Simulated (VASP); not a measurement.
# HgTe (F-43m) in VASP: notebook

The runs below take HgTe through single point, with PBE, r2SCAN.

Everything below comes from runs of VASP 6.6.1. Logs are shortened: lines on timing, memory, paths and dates and some standing lists are left out, and cuts for length are marked.

## Step 1: The cell of the first run

The structure is cubic, space group F-43m (No. 216). The conventional cell has a = 6.429 Å, b = 6.429 Å, c = 6.429 Å, α = 90.00°, β = 90.00°, γ = 90.00°. Within 3.7 Å of Hg (site symmetry -43m) lie 4 Te at 2.78 Å. Te (site symmetry -43m) has 4 Hg at 2.78 Å within 3.7 Å.

## Step 2: Single point, PBE

File INCAR:

```
ALGO = Normal
EDIFF = 1E-6
ENCUT = 500
GGA = PE
GGA_COMPAT = False
ISIF = 2
ISMEAR = -1
LASPH = True
LCHARG = False
LREAL = False
LWAVE = False
NBANDS = 16
NELM = 120
PREC = Accurate
SIGMA = 0.1
```

File KPOINTS:

```
k-points
0
Gamma
  3 3 3
```

File POSCAR:

```
HgTe
1.0
    0.0000000000      3.2145000000      3.2145000000
    3.2145000000      0.0000000000      3.2145000000
    3.2145000000      3.2145000000      0.0000000000
Hg Te
1 1
Direct
    0.0000000000      0.0000000000      0.0000000000
    0.2500000000      0.2500000000      0.2500000000
```

Potentials or basis: VASP PAW PBE potentials, release 64 (Hg, Te).

Command:

```bash
> cat potpaw_PBE.64/Hg/POTCAR potpaw_PBE.64/Te/POTCAR > POTCAR
> mpirun -np 1 vasp_std > vasp.out
```

OUTCAR:

```text
EDIFF = 1E-6
   ENCUT = 500
   GGA = PE
   ISIF = 2
   ISMEAR = -1
   LASPH = True
   LREAL = False
   NELM = 120
   PREC = Accurate

 ion  position               nearest neighbor table
   1  0.000  0.000  0.000-   2 2.78   2 2.78   2 2.78   2 2.78
   2  0.250  0.250  0.250-   1 2.78   1 2.78   1 2.78   1 2.78

  LATTYP: Found a face centered cubic cell.
 ALAT       =     6.4290000000

  Lattice vectors:

 A1 = (   0.0000000000,   3.2145000000,   3.2145000000)
 A2 = (   3.2145000000,   0.0000000000,   3.2145000000)
 A3 = (   3.2145000000,   3.2145000000,   0.0000000000)

Analysis of symmetry for initial positions (statically):
=====================================================================
 Subroutine PRICEL returns:
 Original cell was already a primitive cell.

 Routine SETGRP: Setting up the symmetry group for a
 face centered cubic supercell.

 Subroutine GETGRP returns: Found 24 space group operations
 (whereof 24 operations were pure point group operations)
 out of a pool of 48 trial point group operations.

The static configuration has the point symmetry T_d .

Analysis of symmetry for dynamics (positions and initial velocities):
=====================================================================
 Subroutine PRICEL returns:
 Original cell was already a primitive cell.

 Routine SETGRP: Setting up the symmetry group for a
 face centered cubic supercell.

 Subroutine GETGRP returns: Found 24 space group operations
 (whereof 24 operations were pure point group operations)
 out of a pool of 48 trial point group operations.

The dynamic configuration has the point symmetry T_d .

 Subroutine INISYM returns: Found 24 space group operations
 (whereof 24 operations are pure point group operations),
 and found     1 'primitive' translations

----------------------------------------------------------------------------------------

                                     Primitive cell

  volume of cell :      66.4309

  direct lattice vectors                    reciprocal lattice vectors
     0.000000000  3.214500000  3.214500000    -0.155545186  0.155545186  0.155545186
     3.214500000  0.000000000  3.214500000     0.155545186 -0.155545186  0.155545186
     3.214500000  3.214500000  0.000000000     0.155545186  0.155545186 -0.155545186

  length of vectors
     4.545989496  4.545989496  4.545989496     0.269412165  0.269412165  0.269412165

  position of ions in fractional coordinates (direct lattice)
     0.000000000  0.000000000  0.000000000
     0.250000000  0.250000000  0.250000000

  ion indices of the primitive-cell ions
   primitive index   ion index
                 1           1
                 2           2

----------------------------------------------------------------------------------------

 KPOINTS: k-points

Automatic generation of k-mesh.
 Grid dimensions read from file:
 generate k-points for:    3    3    3

 Generating k-lattice:

  Cartesian coordinates                     Fractional coordinates (reciprocal lattice)
    -0.051848395  0.051848395  0.051848395     0.333333333  0.000000000  0.000000000
     0.051848395 -0.051848395  0.051848395     0.000000000  0.333333333  0.000000000
     0.051848395  0.051848395 -0.051848395     0.000000000  0.000000000  0.333333333

  Length of vectors
     0.089804055  0.089804055  0.089804055

  Shift w.r.t. Gamma in fractional coordinates (k-lattice)
     0.000000000  0.000000000  0.000000000

 Subroutine IBZKPT returns following result:
 ===========================================

 Found      4 irreducible k-points:

 Following reciprocal coordinates:
            Coordinates               Weight
  0.000000  0.000000  0.000000      1.000000
  0.333333  0.000000  0.000000      8.000000
  0.333333  0.333333  0.000000      6.000000
 -0.333333  0.333333  0.000000     12.000000
   k-points           NKPTS =      4   k-points in BZ     NKDIM =      4   number of bands    NBANDS=     16
   number of dos      NEDOS =    301   number of ions     NIONS =      2
   total plane-waves  NPLWV =  46656
   dimension x,y,z NGX =    36 NGY =   36 NGZ =   36
   dimension x,y,z NGXF=    72 NGYF=   72 NGZF=   72
   ions per type =               1   1
   NGX,Y,Z   is equivalent  to a cutoff of  13.17, 13.17, 13.17 a.u.
   NGXF,Y,Z  is equivalent  to a cutoff of  26.33, 26.33, 26.33 a.u.
 SYSTEM =  unknown system
   PREC   = accura    normal or accurate (medium, high low for compatibility)
   ISTART =      0    job   : 0-new  1-cont  2-samecut
   ICHARG =      2    charge: 1-file 2-atom 10-const
   ISPIN  =      1    spin polarized calculation?
   LNONCOLLINEAR =      F non collinear calculations
   LSORBIT =      F    spin-orbit coupling
   LASPH  =      T    aspherical Exc in radial PAW
   ENCUT  =  500.0 eV  36.75 Ry    6.06 a.u.   8.29  8.29  8.29*2*pi/ulx,y,z
   NELM   =    120;   NELMIN=  2; NELMDL= -5     # of ELM steps
   EDIFF  = 0.1E-05   stopping-criterion for ELM
   LREAL  =      F    real-space projection
   EDIFFG = 0.1E-04   stopping-criterion for IOM
   NSW    =      0    number of steps for IOM
   IBRION =     -1    ionic relax: 0-MD 1-quasi-New 2-CG
   NFREE  =      0    steps in history (QN), initial steepest desc. (CG)
   ISIF   =      2    stress and relaxation
   ISYM   =      2    0-nonsym 1-usesym 2-fastsym
   POTIM  = 0.5000    time-step for ionic-motion
   TEBEG  =    0.0;   TEEND  =   0.0 temperature during run
   PSTRESS=    0.0 pullay stress
   NELECT =      18.0000    total number of electrons
   NUPDOWN=      -1.0000    fix difference up-down
   EMIN   =  10.00;   EMAX   =-10.00  energy-range for DOS
   EFERMI =   0.00;   METHOD = LEGACY
   ISMEAR =    -1;   SIGMA  =   0.10  broadening in eV -4-tet -1-fermi 0-gaus
   EFERMI_NEDOS =   21; number of points for ismear=-14 and -15
   IALGO  =     38    algorithm
   IMIX   =      4    mixing-type and parameters
     AMIX     =   0.40;   BMIX     =  1.00
     AMIX_MAG =   1.60;   BMIX_MAG =  1.00
  volume/ion in A,a.u.               =      33.22       224.15
  Fermi-wavevector in a.u.,A,eV,Ry     =   1.059357  2.001894 15.268958  1.122237
  Thomas-Fermi vector in A             =   2.194699
   LORBIT       =      0    0 simple, 1 ext, 2 COOP (PROOUT), +10 PAW based schemes
   GGA     = PE    functional components
   LHFCALC =     F    Hartree Fock is set to
   AEXX    =    0.0000 exact exchange contribution
   IVDW    =     0    specifies the selected vdW correction
   LEPSILON=     F    determine dielectric tensor
   LRPA    =     F    only Hartree local field effects (RPA)
 non-spin polarized calculation
  energy-cutoff  :      500.00
  volume of cell :       66.43
 maximum number of plane-waves:      1700
 NGX is ok and might be reduce to    36
   NGX = 17   NGY = 17   NGZ = 17

 number of electron      18.0000000 magnetization

 Free energy of the ion-electron system (eV)
  ---------------------------------------------------
  ext. energy  EPLUGINS =         0.00000000
  ---------------------------------------------------
  free energy    TOTEN  =        -3.23897202 eV

  energy without entropy =       -3.22422123  energy(sigma->0) =       -3.23159662

 E-fermi :   3.4136     XC(G=0):  -8.7736

 val. band max:        3.3448460649   @ k =   0.0000   0.0000   0.0000
 cond. band min:       4.1279576119   @ k =   0.3333   0.0000   0.0000
 fundamental gap:      0.7831115470
 Fermi energy:         3.4136497103

 k-point     1 :       0.0000    0.0000    0.0000
  band No.  band energies     occupation
      1      -8.7472      2.00000
      2      -4.1705      2.00000
      3      -4.1705      2.00000
      4      -4.1705      2.00000
      5      -3.6328      2.00000
      6      -3.6328      2.00000
[... 8 lines left out ...]
     15      12.8876      0.00000
     16      12.8876      0.00000

 k-point     2 :       0.3333    0.0000    0.0000
  band No.  band energies     occupation
      1      -8.3099      2.00000
      2      -4.0694      2.00000
      3      -4.0694      2.00000
      4      -3.8171      2.00000
      5      -3.6259      2.00000
      6      -3.6259      2.00000
[... 8 lines left out ...]
     15      12.1996      0.00000
     16      12.1996      0.00000

 k-point     3 :       0.3333    0.3333    0.0000
  band No.  band energies     occupation
      1      -8.1580      2.00000
      2      -4.0379      2.00000
      3      -3.9215      2.00000
      4      -3.9215      2.00000
      5      -3.5857      2.00000
      6      -3.5845      2.00000
[... 8 lines left out ...]
     15      13.3673      0.00000
     16      15.0087      0.00000

 k-point     4 :      -0.3333    0.3333    0.0000
  band No.  band energies     occupation
      1      -7.9945      2.00000
      2      -3.9885      2.00000
      3      -3.9192      2.00000
      4      -3.6937      2.00000
      5      -3.6244      2.00000
      6      -3.1660      2.00000
[... 8 lines left out ...]
     15      12.3819      0.00000
     16      15.1458      0.00000

------------------------ aborting loop because EDIFF is reached ----------------------------------------

  FORCE on cell =-STRESS in cart. coord.  units (eV):
  Direction    XX          YY          ZZ          XY          YZ          ZX
  --------------------------------------------------------------------------------------
  -------------------------------------------------------------------------------------
  Total        2.5105168      2.5105168      2.5105168      0.0000000      0.0000000      0.0000000
  in kB       60.5485063     60.5485063     60.5485063      0.0000000      0.0000000      0.0000000
  external PRESSURE =      60.5485063 kB  Pullay stress =       0.0000000 kB

 VOLUME and BASIS-vectors are now :
 -----------------------------------------------------------------------------
  energy-cutoff  :      500.00
  volume of cell :       66.43
      direct lattice vectors                 reciprocal lattice vectors
     0.000000000  3.214500000  3.214500000    -0.155545186  0.155545186  0.155545186
     3.214500000  0.000000000  3.214500000     0.155545186 -0.155545186  0.155545186
     3.214500000  3.214500000  0.000000000     0.155545186  0.155545186 -0.155545186

 POSITION                                       TOTAL-FORCE (eV/Angst)
 -----------------------------------------------------------------------------------
      0.00000      0.00000      0.00000        -0.000000      0.000000      0.000000
      1.60725      1.60725      1.60725         0.000000     -0.000000     -0.000000
 -----------------------------------------------------------------------------------
    total drift:                                0.000000      0.000000     -0.000000

  FREE ENERGIE OF THE ION-ELECTRON SYSTEM (eV)
  ---------------------------------------------------
  free  energy   TOTEN  =        -3.2389720197 eV

  energy  without entropy=       -3.2242212279  energy(sigma->0) =       -3.23159662
```

Wall time 11 s (1 thread of Intel Xeon 8259CL, shared host); peak memory 0.2 GiB.

Results:

```
Free energy            : -3.2390 eV
Pressure               : 6.1 GPa
Band gap on the k mesh : zero (filled and empty bands touch)
```

Caveat: the k points lie up to 0.56 Å⁻¹ apart; semilocal functionals underestimate gaps, and a narrow one can read as zero; spin-orbit coupling is left out, which moves the levels of the heavy elements.

## Step 3: Single point, r2SCAN

POSCAR is that of step 2.

File INCAR.step1:

```
ALGO = Normal ; EDIFF = 1E-5
ENCUT = 550 ; GGA = PE
GGA_COMPAT = False ; ISMEAR = -1
LASPH = True ; LCHARG = False
LREAL = False ; LWAVE = True
NBANDS = 16 ; NELM = 120
PREC = Accurate ; SIGMA = 0.1
```

File INCAR.step2:

```
ALGO = Normal ; EDIFF = 1E-6
ENCUT = 550 ; GGA_COMPAT = False
ISIF = 2 ; ISMEAR = -1
ISTART = 1 ; LASPH = True
LCHARG = False ; LMIXTAU = True
LREAL = False ; LWAVE = False
METAGGA = R2SCAN ; NBANDS = 16
NELM = 120 ; PREC = Accurate
SIGMA = 0.1
```

KPOINTS is that of step 2.

Potentials or basis: VASP PAW PBE potentials, release 64 (Hg, Te).

Command:

```bash
> cat potpaw_PBE.64/Hg/POTCAR potpaw_PBE.64/Te/POTCAR > POTCAR
> cp INCAR.step1 INCAR
> mpirun -np 1 vasp_std > vasp.out
> cp INCAR.step2 INCAR
> mpirun -np 1 vasp_std > vasp.out
```

Wall time 33 s (1 thread of Intel Xeon 8259CL, shared host); peak memory 0.21 GiB.

It converged, with:

- Free energy: -74.7986 eV
- Pressure: 4.7 GPa
- Band gap on the k mesh: zero (filled and empty bands touch)

Levels at points of the mesh, in eV from the Fermi level:
```tsv
k point	band 6	band 7	band 8	band 9	band 10	band 11	band 12	band 13
(0.00, 0.00, 0.00)	-7.29	-0.46	-0.07	-0.07	-0.07	4.42	4.42	4.42
```

Caveat: the k points lie up to 0.56 Å⁻¹ apart; semilocal functionals underestimate gaps, and a narrow one can read as zero; the PAW data sets were made with another functional, which shifts forces and pressure a little; spin-orbit coupling is left out, which moves the levels of the heavy elements.

The gap in the log of VASP goes by the Fermi energy; the results here count the filled bands.